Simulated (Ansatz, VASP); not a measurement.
**One calculation of SnTe3, two programs**

The input INCAR:

```
SYSTEM = SnTe3
PREC = Accurate
ENCUT = 600
EDIFF = 1E-7
ISMEAR = 0
SIGMA = 0.1
LREAL = .False.
LASPH = .True.
NELM = 60
ALGO = Normal
ISIF = 3
LWAVE = .False.
LCHARG = .False.
GGA = PE
IBRION = 2
NSW = 90
EDIFFG = -0.04
```

Contents of KPOINTS:

```
regular mesh
0
Gamma
  4 4 4
  0 0 0
```

POSCAR

```
SnTe3
1.0
    5.6008657100      0.0000000000      0.0000000000
    0.0000000000      5.6008657100      0.0000000000
    0.0000000000      0.0000000000      5.6008657100
Sn Te
1 3
Direct
    0.0000000000      0.0000000000      0.0000000000
    0.0000000000      0.5000000000      0.5000000000
    0.5000000000      0.0000000000      0.5000000000
    0.5000000000      0.5000000000      0.0000000000
```

Input for Ansatz:

```yaml
crystal:
  lattice:
    - [5.60086571, 0.0, 0.0]
    - [0.0, 5.60086571, 0.0]
    - [0.0, 0.0, 5.60086571]
  atoms:
    - { symbol: Sn, position: [0.0, 0.0, 0.0] }
    - { symbol: Te, position: [0.0, 0.5, 0.5] }
    - { symbol: Te, position: [0.5, 0.0, 0.5] }
    - { symbol: Te, position: [0.5, 0.5, 0.0] }
basis:
  ecutwfc: 420
kpoints:
  mp_grid: { grid: [4, 4, 4] }
hamiltonian:
  xc: pbe
scf:
  occupations: { method: gaussian, width: 0.1 }
  lower_state_search: "off"
output:
  forces: true
  stress: true
  eigenvalues: true
relax:
  adjacent_minimum: "off"
  f_tol: 0.04
  max_steps: 70
  cell: { stress_tol: 0.4 }
```

Change from the starting cell: species swapped into the SmY3 type (Pm-3m, No. 221).

Alike in both runs: task relaxation of cell and atoms; functional PBE; k mesh 4 × 4 × 4; occupations gaussian, width 0.1 eV; no spin polarisation.

|  | VASP | Ansatz |
| --- | --- | --- |
| version | VASP 6.6.1 | Ansatz 0.2.0 |
| potentials or method | VASP PAW PBE potentials, release 64 (Sn_d, Te), cutoff 600 eV | scalar-relativistic, plane waves, PAW |
| valence electrons in the cell | 32 | 62 |

Ansatz gave:

```
gap on the k mesh at the Fermi level, each at its own relaxed structure (eV) : none
relaxed volume (Å³/atom)                                                     : 29.46
relaxed cell length with the largest relative difference (Å)                 : 4.903
```

Question: Estimate VASP's values.

Answer: gap on the k mesh at the Fermi level, each at its own relaxed structure (eV): none; relaxed volume (Å³/atom): 29.35; relaxed cell length with the largest relative difference (Å): 4.896.

A gap of «none» marks a metal or a gap that the smearing closes. VASP's potentials hold 32 valence electrons a cell and Ansatz's 62, so a difference there can come from the potentials and not from the codes.

Spin-orbit coupling is off throughout. Noted on VASP's run: the volume moved by over 15 % at a fixed basis, so the end points are rough.
